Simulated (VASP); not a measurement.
# AlN in VASP: single point with PBEsol

Aim: the single point of AlN with PBEsol.

Everything below comes from runs of VASP 6.6.1. Logs are shortened: lines on timing, memory, paths and dates and some standing lists are left out, and cuts for length are marked.

### Step 1. The cell of the first run

The cell holds a slab with vacuum, 32 atoms: a = 4.984 Å, b = 3.114 Å, c = 32.775 Å, α = 90.00°, β = 90.00°, γ = 90.00°.

### Step 2. Single point, PBEsol

INCAR reads:

```
  PREC = Accurate
  ENCUT = 520
  EDIFF = 1E-7
  ISMEAR = -1
  SIGMA = 0.05
  LREAL = Auto
  LASPH = T
  NELM = 60
  ALGO = Normal
  ISIF = 2
  LWAVE = F
  LCHARG = T
  GGA = PS
  LELF = T
  LVHAR = T
  NBANDS = 86
```

KPOINTS reads:

```
regular mesh
0
Gamma
  4 6 1
```

POSCAR reads:

```
AlN
1.0
    0.0000000000      0.0000000000      4.9835290000
    3.1138160000      0.0000000000      0.0000000000
    0.0000000000     32.7753870000      0.0000000000
Al N
16 16
Direct
    0.5213390000      0.4998360000      0.2063440000
    0.4976770000      0.9998650000      0.2819080000
    0.4957820000      0.4999620000      0.3631630000
    0.4954940000      0.0001050000      0.4452540000
    0.4954240000      0.5003410000      0.5275090000
    0.4950550000      0.0005960000      0.6098420000
    0.4929760000      0.5007420000      0.6924500000
    0.4891390000      0.0007650000      0.7767320000
    0.9891490000      0.9998470000      0.2233810000
    0.9928500000      0.4999250000      0.3076710000
    0.9949080000      0.0000060000      0.3902780000
    0.9953850000      0.5001840000      0.4726140000
    0.9955800000      0.0004310000      0.5548680000
    0.9959320000      0.5007070000      0.6369610000
    0.9977820000      0.0007700000      0.7182210000
    0.0212790000      0.5007950000      0.7937800000
    0.3711790000      0.9998530000      0.2256900000
    0.3762580000      0.4998800000      0.3081890000
    0.3771730000      0.9999770000      0.3903910000
    0.3773970000      0.5001050000      0.4726480000
    0.3774780000      0.0003410000      0.5549120000
    0.3773640000      0.5006130000      0.6371660000
    0.3772880000      0.0007100000      0.7193580000
    0.3734380000      0.5007470000      0.8004450000
    0.8735010000      0.4998730000      0.1996570000
    0.8771930000      0.9999100000      0.2807590000
    0.8772200000      0.4999980000      0.3629580000
    0.8774090000      0.0001580000      0.4452210000
    0.8774410000      0.5004110000      0.5274960000
    0.8772920000      0.0007090000      0.6097510000
    0.8763520000      0.5007470000      0.6919420000
    0.8711630000      0.0008020000      0.7744280000
```

Potentials or basis: VASP PAW PBE potentials, release 64 (Al, N).

Started as:

```console
> cat potpaw_PBE.64/Al/POTCAR potpaw_PBE.64/N/POTCAR > POTCAR
> mpirun -np 1 vasp_std > vasp.out
```

OUTCAR:

```text
PREC = Accurate
   ENCUT = 520
   EDIFF = 1E-7
   ISMEAR = -1
   LREAL = Auto
   LASPH = T
   NELM = 60
   ISIF = 2
   GGA = PS

 ion  position               nearest neighbor table
   1  0.521  0.500  0.206-  25 1.77  17 1.84  17 1.84   9 2.86   9 2.86   2 2.93   2 2.93   9 3.13
                             9 3.13
   2  0.498  1.000  0.282-  18 1.88  18 1.88  26 1.89  17 1.95   1 2.93   1 2.93  10 3.04  10 3.04
                            10 3.08  10 3.08   3 3.08   3 3.09   9 3.11   9 3.18
   3  0.496  0.500  0.363-  19 1.89  19 1.89  18 1.90  27 1.90  11 3.07  11 3.07  11 3.07  10 3.07
                            11 3.07   2 3.08   2 3.09  10 3.10   4 3.11   4 3.11
   4  0.495  0.000  0.445-  20 1.89  20 1.89  19 1.89  28 1.90  12 3.07  12 3.07  12 3.07  12 3.07
                            11 3.07  11 3.08   3 3.11   3 3.11   5 3.11   5 3.11
   5  0.495  0.500  0.528-  21 1.89  21 1.89  20 1.89  29 1.90  13 3.07  13 3.07  13 3.07  13 3.07
                            12 3.07  12 3.07   4 3.11   4 3.11   6 3.12   6 3.12
   6  0.495  0.001  0.610-  22 1.89  22 1.89  21 1.89  30 1.90  14 3.07  14 3.07  13 3.07  14 3.07
                            14 3.07  13 3.08   5 3.12   5 3.12   7 3.12   7 3.12
   7  0.493  0.501  0.692-  23 1.88  23 1.88  22 1.90  31 1.91  15 3.04  15 3.04  14 3.07  15 3.08
                            15 3.08  14 3.10   6 3.12   6 3.12   8 3.17   8 3.17
   8  0.489  0.001  0.777-  24 1.83  24 1.83  32 1.91  23 1.96  16 2.86  16 2.86  15 3.11  16 3.13
                            16 3.13   7 3.17   7 3.17  15 3.18
   9  0.989  1.000  0.223-  25 1.83  25 1.83  17 1.91  26 1.96   1 2.86   1 2.86   2 3.11   1 3.13
                             1 3.13  10 3.17  10 3.17   2 3.18
  10  0.993  0.500  0.308-  26 1.88  26 1.88  27 1.90  18 1.91   2 3.04   2 3.04   3 3.07   2 3.08
                             2 3.08   3 3.10  11 3.12  11 3.12   9 3.17   9 3.17
  11  0.995  0.000  0.390-  27 1.89  27 1.89  28 1.89  19 1.91   3 3.07   3 3.07   4 3.07   3 3.07
                             3 3.07   4 3.08  12 3.12  12 3.12  10 3.12  10 3.12
  12  0.995  0.500  0.473-  28 1.89  28 1.89  29 1.89  20 1.90   4 3.07   4 3.07   4 3.07   4 3.07
                             5 3.07   5 3.07  13 3.11  13 3.11  11 3.12  11 3.12
  13  0.996  0.000  0.555-  29 1.89  29 1.89  30 1.89  21 1.90   5 3.07   5 3.07   5 3.07   5 3.07
                             6 3.07   6 3.08  14 3.11  14 3.11  12 3.11  12 3.11
  14  0.996  0.501  0.637-  30 1.89  30 1.89  31 1.90  22 1.90   6 3.07   6 3.07   7 3.07   6 3.07
                             6 3.07  15 3.08  15 3.09   7 3.10  13 3.11  13 3.11
  15  0.998  0.001  0.718-  31 1.88  31 1.88  23 1.89  32 1.95  16 2.93  16 2.93   7 3.04   7 3.04
                             7 3.08   7 3.08  14 3.08  14 3.09   8 3.11   8 3.18
  16  0.021  0.501  0.794-  24 1.77  32 1.84  32 1.84   8 2.86   8 2.86  15 2.93  15 2.93   8 3.13
                             8 3.13
  17  0.371  1.000  0.226-   1 1.84   1 1.84   9 1.91   2 1.95
  18  0.376  0.500  0.308-   2 1.88   2 1.88   3 1.90  10 1.91
  19  0.377  1.000  0.390-   3 1.89   3 1.89   4 1.89  11 1.91
  20  0.377  0.500  0.473-   4 1.89   4 1.89   5 1.89  12 1.90
  21  0.377  0.000  0.555-   5 1.89   5 1.89   6 1.89  13 1.90
  22  0.377  0.501  0.637-   6 1.89   6 1.89  14 1.90   7 1.90
  23  0.377  0.001  0.719-   7 1.88   7 1.88  15 1.89   8 1.96
  24  0.373  0.501  0.800-  16 1.77   8 1.83   8 1.83
  25  0.874  0.500  0.200-   1 1.77   9 1.83   9 1.83
  26  0.877  1.000  0.281-  10 1.88  10 1.88   2 1.89   9 1.96
  27  0.877  0.500  0.363-  11 1.89  11 1.89   3 1.90  10 1.90
  28  0.877  0.000  0.445-  12 1.89  12 1.89  11 1.89   4 1.90
  29  0.877  0.500  0.527-  13 1.89  13 1.89  12 1.89   5 1.90
  30  0.877  0.001  0.610-  14 1.89  14 1.89  13 1.89   6 1.90
  31  0.876  0.501  0.692-  15 1.88  15 1.88  14 1.90   7 1.91
  32  0.871  0.001  0.774-  16 1.84  16 1.84   8 1.91  15 1.95

  LATTYP: Found a simple orthorhombic cell.
 ALAT       =     3.1138160000
 B/A-ratio  =     1.6004571240
 C/A-ratio  =    10.5257943950

  Lattice vectors:

 A1 = (  -3.1138160000,   0.0000000000,   0.0000000000)
 A2 = (   0.0000000000,   0.0000000000,   4.9835290000)
 A3 = (   0.0000000000,  32.7753870000,   0.0000000000)

Analysis of symmetry for initial positions (statically):
=====================================================================
 Subroutine PRICEL returns:
 Original cell was already a primitive cell.

 Routine SETGRP: Setting up the symmetry group for a
 simple orthorhombic supercell.

 Subroutine GETGRP returns: Found  1 space group operations
 (whereof  1 operations were pure point group operations)
 out of a pool of  8 trial point group operations.

The static configuration has the point symmetry C_1 .

Analysis of symmetry for dynamics (positions and initial velocities):
=====================================================================
 Subroutine PRICEL returns:
 Original cell was already a primitive cell.

 Routine SETGRP: Setting up the symmetry group for a
 simple orthorhombic supercell.

 Subroutine GETGRP returns: Found  1 space group operations
 (whereof  1 operations were pure point group operations)
 out of a pool of  8 trial point group operations.

The dynamic configuration has the point symmetry C_1 .

 Subroutine INISYM returns: Found  1 space group operations
 (whereof  1 operations are pure point group operations),
 and found     1 'primitive' translations

----------------------------------------------------------------------------------------

                                     Primitive cell

  volume of cell :     508.6016

  direct lattice vectors                    reciprocal lattice vectors
[... 90 lines left out ...]

  Length of vectors
     0.050165254  0.053524893  0.030510700

  Shift w.r.t. Gamma in fractional coordinates (k-lattice)
     0.000000000  0.000000000  0.000000000

 Subroutine IBZKPT returns following result:
 ===========================================

 Found     14 irreducible k-points:

 Following reciprocal coordinates:
            Coordinates               Weight
  0.000000  0.000000  0.000000      1.000000
  0.250000  0.000000  0.000000      2.000000
  0.500000  0.000000  0.000000      1.000000
  0.000000  0.166667  0.000000      2.000000
  0.250000  0.166667  0.000000      2.000000
 -0.250000  0.166667  0.000000      2.000000
  0.500000  0.166667  0.000000      2.000000
  0.000000  0.333333  0.000000      2.000000
  0.250000  0.333333  0.000000      2.000000
 -0.250000  0.333333  0.000000      2.000000
  0.500000  0.333333  0.000000      2.000000
  0.000000  0.500000  0.000000      1.000000
  0.250000  0.500000  0.000000      2.000000
  0.500000  0.500000  0.000000      1.000000
   k-points           NKPTS =     14   k-points in BZ     NKDIM =     14   number of bands    NBANDS=     86
   number of dos      NEDOS =    301   number of ions     NIONS =     32
   total plane-waves  NPLWV = 240000
   dimension x,y,z NGX =    40 NGY =   24 NGZ =  250
   dimension x,y,z NGXF=    80 NGYF=   48 NGZF=  500
   ions per type =              16  16
   NGX,Y,Z   is equivalent  to a cutoff of  13.34, 12.81, 12.68 a.u.
   NGXF,Y,Z  is equivalent  to a cutoff of  26.69, 25.63, 25.36 a.u.
 SYSTEM =  unknown system
   PREC   = accura    normal or accurate (medium, high low for compatibility)
   ISTART =      0    job   : 0-new  1-cont  2-samecut
   ICHARG =      2    charge: 1-file 2-atom 10-const
   ISPIN  =      1    spin polarized calculation?
   LNONCOLLINEAR =      F non collinear calculations
   LSORBIT =      F    spin-orbit coupling
   LASPH  =      T    aspherical Exc in radial PAW
   ENCUT  =  520.0 eV  38.22 Ry    6.18 a.u.   9.27  5.79 60.94*2*pi/ulx,y,z
   NELM   =     60;   NELMIN=  2; NELMDL= -5     # of ELM steps
   EDIFF  = 0.1E-06   stopping-criterion for ELM
   LREAL  =      T    real-space projection
   EDIFFG = 0.1E-05   stopping-criterion for IOM
   NSW    =      0    number of steps for IOM
   IBRION =     -1    ionic relax: 0-MD 1-quasi-New 2-CG
   NFREE  =      0    steps in history (QN), initial steepest desc. (CG)
   ISIF   =      2    stress and relaxation
   ISYM   =      2    0-nonsym 1-usesym 2-fastsym
   POTIM  = 0.5000    time-step for ionic-motion
   TEBEG  =    0.0;   TEEND  =   0.0 temperature during run
   PSTRESS=    0.0 pullay stress
   NELECT =     128.0000    total number of electrons
   NUPDOWN=      -1.0000    fix difference up-down
   EMIN   =  10.00;   EMAX   =-10.00  energy-range for DOS
   EFERMI =   0.00;   METHOD = LEGACY
   ISMEAR =    -1;   SIGMA  =   0.05  broadening in eV -4-tet -1-fermi 0-gaus
   EFERMI_NEDOS =   21; number of points for ismear=-14 and -15
   IALGO  =     38    algorithm
   IMIX   =      4    mixing-type and parameters
     AMIX     =   0.40;   BMIX     =  1.00
     AMIX_MAG =   1.60;   BMIX_MAG =  1.00
  volume/ion in A,a.u.               =      15.89       107.26
  Fermi-wavevector in a.u.,A,eV,Ry     =   1.033599  1.953220 14.535480  1.068328
  Thomas-Fermi vector in A             =   2.167854
   LORBIT       =      0    0 simple, 1 ext, 2 COOP (PROOUT), +10 PAW based schemes
   GGA     = PS    functional components
   LHFCALC =     F    Hartree Fock is set to
   AEXX    =    0.0000 exact exchange contribution
   IVDW    =     0    specifies the selected vdW correction
   LEPSILON=     F    determine dielectric tensor
   LRPA    =     F    only Hartree local field effects (RPA)
 non-spin polarized calculation
  energy-cutoff  :      520.00
  volume of cell :      508.60
 maximum number of plane-waves:     13738
 NGX is ok and might be reduce to    40
   NGX = 19   NGY = 11   NGZ =121

 number of electron     127.9999994 magnetization

 Free energy of the ion-electron system (eV)
  ---------------------------------------------------
  ext. energy  EPLUGINS =         0.00000000
  ---------------------------------------------------
  free energy    TOTEN  =      -245.98132374 eV

  energy without entropy =     -245.98132374  energy(sigma->0) =     -245.98132374

 E-fermi :   3.4792     XC(G=0):  -7.7322

 val. band max:        2.2381639088   @ k =   0.5000   0.3333   0.0000
 cond. band min:       5.0428182206   @ k =   0.0000   0.0000   0.0000
 fundamental gap:      2.8046543118
 Fermi energy:         3.4791917674

 k-point     1 :       0.0000    0.0000    0.0000
  band No.  band energies     occupation
      1     -13.2315      2.00000
      2     -13.1235      2.00000
      3     -12.9281      2.00000
      4     -12.6565      2.00000
      5     -12.3241      2.00000
      6     -11.9522      2.00000
[... 1095 lines left out ...]
     75       8.0357      0.00000
     76       8.0380      0.00000
 [bands above 76 left out]

------------------------ aborting loop because EDIFF is reached ----------------------------------------

  FORCE on cell =-STRESS in cart. coord.  units (eV):
  Direction    XX          YY          ZZ          XY          YZ          ZX
  --------------------------------------------------------------------------------------
  -------------------------------------------------------------------------------------
  Total        5.2425534     -0.2650032      1.9988838     -0.0288812      0.0147979      0.0007206
  in kB       16.5148897     -0.8348030      6.2968069     -0.0909804      0.0466157      0.0022699
  external PRESSURE =       7.3256312 kB  Pullay stress =       0.0000000 kB

 VOLUME and BASIS-vectors are now :
 -----------------------------------------------------------------------------
  energy-cutoff  :      520.00
  volume of cell :      508.60
      direct lattice vectors                 reciprocal lattice vectors
     0.000000000  0.000000000  4.983529000     0.000000000  0.000000000  0.200661018
     3.113816000  0.000000000  0.000000000     0.321149355  0.000000000  0.000000000
     0.000000000 32.775387000  0.000000000     0.000000000  0.030510700  0.000000000

 POSITION                                       TOTAL-FORCE (eV/Angst)
 -----------------------------------------------------------------------------------
      1.55640      6.76300      2.59811         0.001879     -0.003816     -0.019506
      3.11340      9.23964      2.48019         0.000716     -0.016034     -0.008039
      1.55679     11.90281      2.47074         0.000682      0.020307     -0.001047
      0.00033     14.59337      2.46931        -0.000414      0.004502     -0.004615
      1.55797     17.28931      2.46896        -0.000549      0.009376      0.003540
      0.00186     19.98781      2.46712         0.001077     -0.003776      0.004079
[... 24 lines left out ...]
      1.55923     22.67867      4.36733         0.000651      0.016578     -0.007887
      0.00250     25.38218      4.34147        -0.000626     -0.021353     -0.012637
 -----------------------------------------------------------------------------------
    total drift:                               -0.000495      0.001061     -0.019620

  FREE ENERGIE OF THE ION-ELECTRON SYSTEM (eV)
  ---------------------------------------------------
  free  energy   TOTEN  =      -245.9813237386 eV

  energy  without entropy=     -245.9813237386  energy(sigma->0) =     -245.98132374
```

It took 36 min on 1 thread of Intel Xeon Platinum 8259CL at 2.50GHz (Skylake/Cascade Lake), shared host; peak memory 0.72 GiB.

Results:

- Free energy: -245.9813 eV
- Largest force: 0.029 eV/Å
- Band gap on the k mesh: 2.80 eV (least direct gap 2.93 eV)

Forces on the atoms (eV/Å):
```
Al   0.002 -0.004 -0.020
Al   0.001 -0.016 -0.008
Al   0.001  0.020 -0.001
Al   0.000  0.005 -0.005
Al  -0.001  0.009  0.004
Al   0.001 -0.004  0.004
Al  -0.003 -0.012  0.011
Al  -0.003 -0.014  0.002
Al   0.002  0.010  0.001
Al  -0.001  0.016  0.011
Al   0.000  0.013  0.004
Al   0.000  0.006  0.002
Al   0.000  0.010 -0.003
Al  -0.002 -0.013 -0.003
Al   0.001  0.012 -0.007
Al  -0.001  0.000 -0.021
N   -0.001  0.026 -0.013
N    0.000 -0.020 -0.010
N    0.000 -0.012 -0.004
N    0.001 -0.006  0.002
N    0.001  0.002  0.000
N    0.000  0.009  0.003
N    0.002  0.022  0.011
N    0.001  0.001  0.023
N   -0.002  0.003  0.021
N    0.000 -0.022  0.012
N    0.000 -0.013  0.004
N    0.000 -0.011  0.000
N    0.000 -0.010  0.001
N   -0.002 -0.003 -0.003
N    0.001  0.017 -0.008
N   -0.001 -0.021 -0.013
```

Levels at points of the mesh, in eV from the valence-band top:
```csv
k point,band 61,band 62,band 63,band 64,band 65,band 66,band 67,band 68
"(0.00, 0.00, 0.00)",-0.32,-0.31,-0.14,-0.13,2.80,2.83,4.13,4.78
"(0.50, 0.00, 0.00)",-0.50,-0.49,-0.18,-0.17,3.41,3.42,4.87,4.88
"(0.00, 0.50, 0.00)",-1.20,-1.05,-0.19,-0.18,4.09,4.10,5.25,5.27
"(0.50, 0.50, 0.00)",-1.14,-1.13,-0.01,0.00,3.91,3.92,4.94,4.94
```

Caveat: there is no dipole correction, which matters where the two faces differ; the PAW data sets were made with another functional, which shifts forces and pressure a little.
